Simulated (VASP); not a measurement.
The system is Si3B.

```xyz
4
Lattice="0.0000 3.0336 3.0336 3.0336 0.0000 3.0336 3.0336 3.0336 0.0000" Properties=species:S:1:pos:R:3 pbc="T T T"
Si    1.5168    1.5168    1.5168
Si    4.5504    4.5504    4.5504
Si    3.0336    3.0336    3.0336
B     0.0000    0.0000    0.0000
```

```yaml
Program: VASP 6.6.1
Task: relaxation of cell and atoms
Functional: PBE
Potentials_or_basis: VASP PAW PBE potentials, release 64 (Si, B)
Cutoff: 600 eV
k_mesh: 6 × 6 × 6
Occupations: gaussian, width 0.1 eV
Spin: no spin polarisation
```

At the start: pressure -9.3 GPa; volume 13.96 Å³/atom.

Task: Where does the relaxation end?

Result: Over 3 steps the energy falls by 42.6 meV/atom and the volume is 12.62 Å³/atom (-9.6 %); space group Fm-3m (No. 225, to 0.05 Å).

Step by step:
```csv
step,energy change (eV),largest force (eV/Å),pressure (GPa),volume (Å³)
1,0.0000,0.0000,-9.30,55.84
2,-0.1639,0.0000,2.25,49.54
3,-0.1704,0.0000,0.03,50.46
```

Final structure:
```
CELL_PARAMETERS angstrom
0.00000 2.93305 2.93305
2.93305 0.00000 2.93305
2.93305 2.93305 0.00000
ATOMIC_POSITIONS crystal
Si 0.25000 0.25000 0.25000
Si 0.75000 0.75000 0.75000
Si 0.50000 0.50000 0.50000
B 0.00000 0.00000 0.00000
```
